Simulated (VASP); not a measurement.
A run of VASP 6.6.1 is set up as follows.

Contents of INCAR:

```
SYSTEM = Pd
ALGO = Normal
EDIFF = 1E-6
ENCUT = 520
GGA = PS
ISIF = 2
ISMEAR = 0
LASPH = .TRUE.
LCHARG = .FALSE.
LREAL = .FALSE.
LWAVE = .FALSE.
NBANDS = 11
NELM = 60
PREC = Accurate
SIGMA = 0.15
```

Contents of KPOINTS:

```
k-points
0
G
  20 20 20
  0 0 0
```

Contents of POSCAR:

```
Pd
1.0
    0.0000000000      2.0421450000      1.8476550000
    2.0421450000      0.0000000000      1.8476550000
    2.0421450000      2.0421450000      0.0000000000
Pd
1
Direct
    0.0000000000      0.0000000000      0.0000000000
```

Potentials or basis: VASP PAW PBE potentials, release 64 (Pd).

Command:

```console
$ cat potpaw_PBE.64/Pd/POTCAR > POTCAR
$ mpirun -np 1 vasp_std > vasp.out
```

Task: What does it give for the pressure?

Result: -9.9 GPa.

Task: Estimate the band gap on the k mesh.

Result: Zero (bands 5 and 6 overlap by 1.69 eV).

Stress tensor (GPa, compression positive):
```
-10.83   0.00   0.00
  0.00 -10.83   0.00
  0.00   0.00  -7.95
```

Caveat: the cell differs from its parent crystal (strain +0.050 along x and y, -0.050 along z); the cell stands under tension; the PAW data sets were made with another functional, which shifts forces and pressure a little.
